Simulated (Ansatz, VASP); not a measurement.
## Two plane-wave programs on Au

```
Au
1.0
     0.00000    2.04550    2.10686
     2.04550    0.00000    2.10686
     2.04550    2.04550    0.00000
Au
1
Direct
  0.00000 0.00000 0.00000
```

Change from the starting cell: strain +0.000 along x and y, +0.030 along z, atoms carried along.

Alike in both runs: task single point; functional PBEsol; k mesh 20 × 20 × 20; occupations gaussian, width 0.15 eV; no spin polarisation.

|  | VASP | Ansatz |
| --- | --- | --- |
| version | VASP 6.6.1 | Ansatz 0.2.0 |
| potentials or method | VASP PAW PBE potentials, release 64 (Au), cutoff 520 eV | scalar-relativistic, plane waves, PAW |
| valence electrons in the cell | 11 | 19 |

|  | VASP | Ansatz | Ansatz less VASP |
| --- | --- | --- | --- |
| gap on the k mesh at the Fermi level (eV) | none | none | - |
| pressure (GPa) | -5.8 | -5.5 | +0.25 |
| traceless stress, the component that is largest in VASP (GPa) | -0.58 | -0.57 | +0.006 |

VASP's potentials were made for PBE, not for PBEsol. A gap of «none» marks a metal or a gap that the smearing closes. VASP's potentials hold 11 valence electrons a cell and Ansatz's 19, so a difference there can come from the potentials and not from the codes.

Neither program's run includes spin-orbit coupling.
